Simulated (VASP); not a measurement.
# CuSi16 (a cell with a defect) in VASP: further runs

The runs below take CuSi16 (a cell with a defect) through single point, with PBEsol.

All numbers are computed with VASP 6.6.1; they aren't measurements. Logs are shortened: lines on timing, memory, paths and dates and some standing lists are left out, and cuts for length are marked.

**1. The cell of the first run**

The cell holds a defect, 17 atoms: a = 7.679 Å, b = 7.679 Å, c = 7.679 Å, α = 60.00°, β = 60.00°, γ = 60.00°.

**2. Single point, PBEsol, collinear spin, zero start**

File INCAR:

```
  PREC = Accurate
  ENCUT = 520
  EDIFF = 1E-7
  ISMEAR = -1
  SIGMA = 0.02
  LREAL = Auto
  LASPH = True
  NELM = 150
  ALGO = Normal
  ISIF = 2
  LWAVE = False
  LCHARG = False
  ISPIN = 2
  MAGMOM = 0 0 0 0 0 0 0 0 0 0 0 0 0 0 0 0 0
  LORBIT = 11
  LMAXMIX = 4
  GGA = PS
  NBANDS = 56
```

File KPOINTS:

```
regular mesh
0
Gamma
  2 2 2
```

File POSCAR:

```
CuSi16
1.0
    0.0000000000      5.4300000000      5.4300000000
    5.4300000000      0.0000000000      5.4300000000
    5.4300000000      5.4300000000      0.0000000000
Si Cu
16 1
Direct
    0.0045630755     -0.0073825967      0.0040004604
    0.1290827808      0.1163849908      0.1285223757
    0.0066653775     -0.0018876611      0.5019276243
    0.1321473297      0.1289388582      0.6187344383
   -0.0095804788      0.4909071823     -0.0101346225
    0.1102199816      0.6256512891      0.1096623389
    0.0047826888      0.5127316759      0.4776213628
    0.1292674033      0.6247453039      0.6143773481
    0.5024881215     -0.0018851750      0.0061050645
    0.6192967772      0.1289422652      0.1315840700
    0.5054827808      0.0085929098      0.5049194291
    0.6336753223      0.1244887661      0.6331151013
    0.4781805709      0.5127336096      0.0042197974
    0.6149312155      0.6247477901      0.1287094843
    0.5027170350      0.4970877532      0.5021590239
    0.6198209945      0.6355952118      0.6192594843
    0.8370268877      0.3477970534      0.8364631676
```

Potentials or basis: VASP PAW PBE potentials, release 64 (Si, Cu).

On the command line:

```sh
$ cat potpaw_PBE.64/Si/POTCAR potpaw_PBE.64/Cu/POTCAR > POTCAR
$ mpirun -np 1 vasp_std > vasp.out
```

OUTCAR:

```text
PREC = Accurate
   ENCUT = 520
   EDIFF = 1E-7
   ISMEAR = -1
   LREAL = Auto
   LASPH = True
   NELM = 150
   ISIF = 2
   ISPIN = 2
   LORBIT = 11
   GGA = PS

 ion  position               nearest neighbor table
   1  0.005  0.993  0.004-   6 2.31  17 2.32   2 2.34   4 2.42  10 2.42
   2  0.129  0.116  0.129-   1 2.34   3 2.34   9 2.34   5 2.36
   3  0.007  0.998  0.502-  12 2.34   4 2.34   2 2.34   8 2.34
   4  0.132  0.129  0.619-   3 2.34  11 2.34   7 2.41   1 2.42  17 2.44
   5  0.990  0.491  0.990-   6 2.35   2 2.36   8 2.36  14 2.36  17 2.82
   6  0.110  0.626  0.110-   1 2.31   7 2.31  13 2.31   5 2.35
   7  0.005  0.513  0.478-   6 2.31  17 2.33   8 2.34   4 2.41  16 2.42
   8  0.129  0.625  0.614-   7 2.34  15 2.34   3 2.34   5 2.36
   9  0.502  0.998  0.006-  12 2.34  10 2.34   2 2.34  14 2.34
  10  0.619  0.129  0.132-   9 2.34  11 2.34  13 2.41   1 2.42  17 2.44
  11  0.505  0.009  0.505-  12 2.33  16 2.34  10 2.34   4 2.34
  12  0.634  0.124  0.633-  11 2.33  15 2.34   9 2.34   3 2.34
  13  0.478  0.513  0.004-   6 2.31  17 2.33  14 2.34  10 2.41  16 2.42
  14  0.615  0.625  0.129-  13 2.34  15 2.34   9 2.34   5 2.36
  15  0.503  0.497  0.502-  12 2.34  16 2.34   8 2.34  14 2.34
  16  0.620  0.636  0.619-  15 2.34  11 2.34  13 2.42   7 2.42  17 2.42
  17  0.837  0.348  0.836-   1 2.32   7 2.33  13 2.33  16 2.42  10 2.44   4 2.44   5 2.82

  LATTYP: Found a face centered cubic cell.
 ALAT       =    10.8600000000

  Lattice vectors:

 A1 = (   0.0000000000,   5.4300000000,   5.4300000000)
 A2 = (   5.4300000000,   0.0000000000,   5.4300000000)
 A3 = (   5.4300000000,   5.4300000000,   0.0000000000)

Analysis of symmetry for initial positions (statically):
=====================================================================
 Subroutine PRICEL returns:
 Original cell was already a primitive cell.

 Routine SETGRP: Setting up the symmetry group for a
 face centered cubic supercell.

 Subroutine GETGRP returns: Found  2 space group operations
 (whereof  1 operations were pure point group operations)
 out of a pool of 48 trial point group operations.

The static configuration has the point symmetry C_1 .
 The point group associated with its full space group is C_1h.

Analysis of symmetry for dynamics (positions and initial velocities):
=====================================================================
 Subroutine PRICEL returns:
 Original cell was already a primitive cell.

 Routine SETGRP: Setting up the symmetry group for a
 face centered cubic supercell.

 Subroutine GETGRP returns: Found  2 space group operations
 (whereof  1 operations were pure point group operations)
 out of a pool of 48 trial point group operations.

The dynamic configuration has the point symmetry C_1 .
 The point group associated with its full space group is C_1h.

Analysis of structural, dynamic, and magnetic symmetry:
=====================================================================
 Subroutine PRICEL returns:
 Original cell was already a primitive cell.

 Routine SETGRP: Setting up the symmetry group for a
 face centered cubic supercell.

 Subroutine GETGRP returns: Found  2 space group operations
 (whereof  1 operations were pure point group operations)
 out of a pool of 48 trial point group operations.

The overall configuration has the point symmetry C_1 .
 The point group associated with its full space group is C_1h.

 Subroutine INISYM returns: Found  2 space group operations
 (whereof  1 operations are pure point group operations),
 and found     1 'primitive' translations

----------------------------------------------------------------------------------------

                                     Primitive cell

  volume of cell :     320.2060

  direct lattice vectors                    reciprocal lattice vectors
     0.000000000  5.430000000  5.430000000    -0.092081031  0.092081031  0.092081031
     5.430000000  0.000000000  5.430000000     0.092081031 -0.092081031  0.092081031
     5.430000000  5.430000000  0.000000000     0.092081031  0.092081031 -0.092081031

  length of vectors
     7.679179644  7.679179644  7.679179644     0.159489025  0.159489025  0.159489025

  position of ions in fractional coordinates (direct lattice)
     0.004563076  0.992617403  0.004000460
     0.129082781  0.116384991  0.128522376
     0.006665377  0.998112339  0.501927624
     0.132147330  0.128938858  0.618734438
     0.990419521  0.490907182  0.989865378
     0.110219982  0.625651289  0.109662339
[... 9 lines left out ...]
     0.619820995  0.635595212  0.619259484
     0.837026888  0.347797053  0.836463168

  ion indices of the primitive-cell ions
   primitive index   ion index
                 1           1
                 2           2
                 3           3
                 4           4
                 5           5
                 6           6
[... 9 lines left out ...]
                16          16
                17          17

----------------------------------------------------------------------------------------

 KPOINTS: regular mesh

Automatic generation of k-mesh.
 Grid dimensions read from file:
 generate k-points for:    2    2    2

 Generating k-lattice:

  Cartesian coordinates                     Fractional coordinates (reciprocal lattice)
    -0.046040516  0.046040516  0.046040516     0.500000000  0.000000000  0.000000000
     0.046040516 -0.046040516  0.046040516     0.000000000  0.500000000  0.000000000
     0.046040516  0.046040516 -0.046040516     0.000000000  0.000000000  0.500000000

  Length of vectors
     0.079744512  0.079744512  0.079744512

  Shift w.r.t. Gamma in fractional coordinates (k-lattice)
     0.000000000  0.000000000  0.000000000

 Subroutine IBZKPT returns following result:
 ===========================================

 Found      6 irreducible k-points:

 Following reciprocal coordinates:
            Coordinates               Weight
  0.000000  0.000000  0.000000      1.000000
  0.500000  0.000000  0.000000      2.000000
  0.000000  0.500000  0.000000      1.000000
  0.500000  0.500000  0.500000      1.000000
  0.500000  0.500000  0.000000      2.000000
  0.500000  0.000000  0.500000      1.000000
   k-points           NKPTS =      6   k-points in BZ     NKDIM =      6   number of bands    NBANDS=     56
   number of dos      NEDOS =    301   number of ions     NIONS =     17
   total plane-waves  NPLWV = 216000
   dimension x,y,z NGX =    60 NGY =   60 NGZ =   60
   dimension x,y,z NGXF=   120 NGYF=  120 NGZF=  120
   ions per type =              16   1
   NGX,Y,Z   is equivalent  to a cutoff of  12.99, 12.99, 12.99 a.u.
   NGXF,Y,Z  is equivalent  to a cutoff of  25.98, 25.98, 25.98 a.u.
 SYSTEM =  unknown system
   PREC   = accura    normal or accurate (medium, high low for compatibility)
   ISTART =      0    job   : 0-new  1-cont  2-samecut
   ICHARG =      2    charge: 1-file 2-atom 10-const
   ISPIN  =      2    spin polarized calculation?
   LNONCOLLINEAR =      F non collinear calculations
   LSORBIT =      F    spin-orbit coupling
   LASPH  =      T    aspherical Exc in radial PAW
   ENCUT  =  520.0 eV  38.22 Ry    6.18 a.u.  14.28 14.28 14.28*2*pi/ulx,y,z
   NELM   =    150;   NELMIN=  2; NELMDL= -5     # of ELM steps
   EDIFF  = 0.1E-06   stopping-criterion for ELM
   LREAL  =      T    real-space projection
   EDIFFG = 0.1E-05   stopping-criterion for IOM
   NSW    =      0    number of steps for IOM
   IBRION =     -1    ionic relax: 0-MD 1-quasi-New 2-CG
   NFREE  =      0    steps in history (QN), initial steepest desc. (CG)
   ISIF   =      2    stress and relaxation
   ISYM   =      2    0-nonsym 1-usesym 2-fastsym
   POTIM  = 0.5000    time-step for ionic-motion
   TEBEG  =    0.0;   TEEND  =   0.0 temperature during run
   PSTRESS=    0.0 pullay stress
   NELECT =      75.0000    total number of electrons
   NUPDOWN=      -1.0000    fix difference up-down
   EMIN   =  10.00;   EMAX   =-10.00  energy-range for DOS
   EFERMI =   0.00;   METHOD = LEGACY
   ISMEAR =    -1;   SIGMA  =   0.02  broadening in eV -4-tet -1-fermi 0-gaus
   EFERMI_NEDOS =   21; number of points for ismear=-14 and -15
   IALGO  =     38    algorithm
   IMIX   =      4    mixing-type and parameters
     AMIX     =   0.40;   BMIX     =  1.00
     AMIX_MAG =   1.60;   BMIX_MAG =  1.00
  volume/ion in A,a.u.               =      18.84       127.11
  Fermi-wavevector in a.u.,A,eV,Ry     =   1.009142  1.907001 13.855720  1.018367
  Thomas-Fermi vector in A             =   2.142052
   LORBIT       =     11    0 simple, 1 ext, 2 COOP (PROOUT), +10 PAW based schemes
   GGA     = PS    functional components
   LHFCALC =     F    Hartree Fock is set to
   AEXX    =    0.0000 exact exchange contribution
   IVDW    =     0    specifies the selected vdW correction
   LEPSILON=     F    determine dielectric tensor
   LRPA    =     F    only Hartree local field effects (RPA)
 spin polarized calculation
  energy-cutoff  :      520.00
  volume of cell :      320.21
 maximum number of plane-waves:      8646
 NGX is ok and might be reduce to    60
   NGX = 29   NGY = 29   NGZ = 29

 number of electron      74.9999996 magnetization      -0.0000519

 number of electron      74.9999996 magnetization       0.0000514

 Free energy of the ion-electron system (eV)
  ---------------------------------------------------
  ext. energy  EPLUGINS =         0.00000000
  ---------------------------------------------------
  free energy    TOTEN  =       -93.46221387 eV

  energy without entropy =      -93.44834711  energy(sigma->0) =      -93.45528049

 E-fermi :   6.7650     XC(G=0):  -9.8173

 val. band max:        6.7624968366   @ k =   0.0000   0.0000   0.0000
 cond. band min:       6.7655541714   @ k =   0.0000   0.0000   0.0000
 fundamental gap:      0.0030573348
 Fermi energy:         6.7649563819

 spin component 1

 k-point     1 :       0.0000    0.0000    0.0000
  band No.  band energies     occupation
      1      -6.0126      1.00000
      2      -3.6580      1.00000
      3      -3.6042      1.00000
      4      -3.6012      1.00000
      5      -3.5187      1.00000
      6      -2.0928      1.00000
[... 41 lines left out ...]
     48       8.3693      0.00000
     49       8.3972      0.00000
[... 258 lines left out ...]
     48      10.2946      0.00000
     49      10.3230      0.00000
 Fermi energy:         6.7649563819

 spin component 2

 k-point     1 :       0.0000    0.0000    0.0000
  band No.  band energies     occupation
      1      -6.0126      1.00000
      2      -3.6580      1.00000
      3      -3.6042      1.00000
      4      -3.6012      1.00000
      5      -3.5187      1.00000
      6      -2.0928      1.00000
[... 41 lines left out ...]
     48       8.3693      0.00000
     49       8.3972      0.00000
[... 258 lines left out ...]
     48      10.2946      0.00000
     49      10.3230      0.00000
 [bands above 49 left out]

------------------------ aborting loop because EDIFF is reached ----------------------------------------

  FORCE on cell =-STRESS in cart. coord.  units (eV):
  Direction    XX          YY          ZZ          XY          YZ          ZX
  --------------------------------------------------------------------------------------
  -------------------------------------------------------------------------------------
  Total        4.5993720      4.5990667      4.5993720     -0.2483045     -0.2483045     -0.2448858
  in kB       23.0133389     23.0118113     23.0133389     -1.2424124     -1.2424123     -1.2253062
  external PRESSURE =      23.0128297 kB  Pullay stress =       0.0000000 kB

 VOLUME and BASIS-vectors are now :
 -----------------------------------------------------------------------------
  energy-cutoff  :      520.00
  volume of cell :      320.21
      direct lattice vectors                 reciprocal lattice vectors
     0.000000000  5.430000000  5.430000000    -0.092081031  0.092081031  0.092081031
     5.430000000  0.000000000  5.430000000     0.092081031 -0.092081031  0.092081031
     5.430000000  5.430000000  0.000000000     0.092081031  0.092081031 -0.092081031

 POSITION                                       TOTAL-FORCE (eV/Angst)
 -----------------------------------------------------------------------------------
      5.41163      0.04650      5.41469        -0.041266      0.049377     -0.041266
      1.32985      1.39880      1.33289        -0.009726      0.011355     -0.009726
      8.14522      2.76166      5.45594         0.032626     -0.013011      0.006466
      4.05987      4.07729      1.41770         0.003421      0.031059     -0.017782
      8.04059     10.75295      8.04360        -0.024446     -0.020639     -0.024446
      3.99275      1.19396      3.99578        -0.054708      0.002811     -0.054708
[... 9 lines left out ...]
      6.81386      6.72821      6.81691         0.015280     -0.011920      0.015280
      6.43053      9.08705      6.43359        -0.012469     -0.027620     -0.012469
 -----------------------------------------------------------------------------------
    total drift:                               -0.007300      0.007396      0.007075

  FREE ENERGIE OF THE ION-ELECTRON SYSTEM (eV)
  ---------------------------------------------------
  free  energy   TOTEN  =       -93.4622138724 eV

  energy  without entropy=      -93.4483471098  energy(sigma->0) =      -93.45528049

 total charge

# of ion       s       p       d       tot
------------------------------------------
    1        0.735   0.959   0.000   1.694
    2        0.744   0.949   0.000   1.694
    3        0.741   0.956   0.000   1.697
    4        0.735   0.946   0.000   1.681
    5        0.740   0.950   0.000   1.690
    6        0.760   0.940   0.000   1.700
[... 9 lines left out ...]
   16        0.735   0.947   0.000   1.683
   17        0.494   0.460   9.214  10.168
--------------------------------------------------
tot         12.352  15.673   9.214  37.239

 magnetization (x)

# of ion       s       p       d       tot
------------------------------------------
    1        0.000   0.000   0.000   0.000
    2        0.000   0.000   0.000   0.000
    3        0.000   0.000   0.000   0.000
    4        0.000  -0.000   0.000   0.000
    5       -0.000   0.000   0.000   0.000
    6        0.000   0.000   0.000   0.000
[... 9 lines left out ...]
   16        0.000  -0.000   0.000   0.000
   17        0.000   0.000  -0.000   0.000
--------------------------------------------------
tot          0.000   0.000  -0.000   0.000
```

Wall time 11 min (1 thread of Intel Xeon Platinum 8375C at 2.90GHz (Ice Lake), shared host); peak memory 0.71 GiB.

What came out:

```
Free energy                                           : -93.4622 eV
Pressure                                              : 2.3 GPa
Largest force                                         : 0.077 eV/Å
Net moment                                            : 0.00 μB per cell
Valence electrons inside the program's atomic spheres : Si 1.69, 1.70, 1.68 (each value once); Cu 10.17
```

Forces in eV/Å, atoms in the order of the input:
```
Si  -0.041  0.049 -0.041
Si  -0.010  0.011 -0.010
Si   0.033 -0.013  0.006
Si   0.003  0.031 -0.018
Si  -0.024 -0.021 -0.024
Si  -0.055  0.003 -0.055
Si  -0.013  0.013  0.016
Si   0.013 -0.020  0.021
Si   0.006 -0.013  0.033
Si  -0.018  0.031  0.003
Si   0.024  0.009  0.024
Si   0.020 -0.021  0.020
Si   0.016  0.013 -0.013
Si   0.021 -0.020  0.013
Si   0.022 -0.015  0.022
Si   0.015 -0.012  0.015
Cu  -0.012 -0.028 -0.012
```

Levels at points of the mesh, in eV from the Fermi level:
Spin up:
```
           k point  band 34  band 35  band 36  band 37  band 38  band 39  band 40  band 41
(0.00, 0.00, 0.00)    -1.51    -1.07    -0.63    -0.45    -0.41    -0.29     0.00     0.00
(0.50, 0.00, 0.00)    -1.38    -1.36    -1.32    -1.21     0.04     0.56     0.66     0.77
(0.00, 0.50, 0.00)    -1.39    -1.34    -1.33    -1.20     0.07     0.52     0.67     0.73
(0.50, 0.50, 0.50)    -1.36    -1.35    -1.02    -0.96    -0.02     0.48     0.83     0.87
(0.50, 0.50, 0.00)    -1.98    -1.94    -1.89    -1.58     0.14     0.41     1.43     1.53
(0.50, 0.00, 0.50)    -1.97    -1.95    -1.89    -1.56     0.12     0.42     1.43     1.53
```
Spin down:
```
           k point  band 35  band 36  band 37  band 38  band 39  band 40
(0.00, 0.00, 0.00)    -1.07    -0.63    -0.45    -0.41    -0.29     0.00
(0.50, 0.00, 0.00)    -1.36    -1.32    -1.21     0.04     0.56     0.66
(0.00, 0.50, 0.00)    -1.34    -1.33    -1.20     0.07     0.52     0.67
(0.50, 0.50, 0.50)    -1.35    -1.02    -0.96    -0.02     0.48     0.83
(0.50, 0.50, 0.00)    -1.94    -1.89    -1.58     0.14     0.41     1.43
(0.50, 0.00, 0.50)    -1.95    -1.89    -1.56     0.12     0.42     1.43
```

Caveat: the k points lie up to 0.50 Å⁻¹ apart; no moment was typed at the start, so none could form; the PAW data sets were made with another functional, which shifts forces and pressure a little.

[end of part 1 of 2]
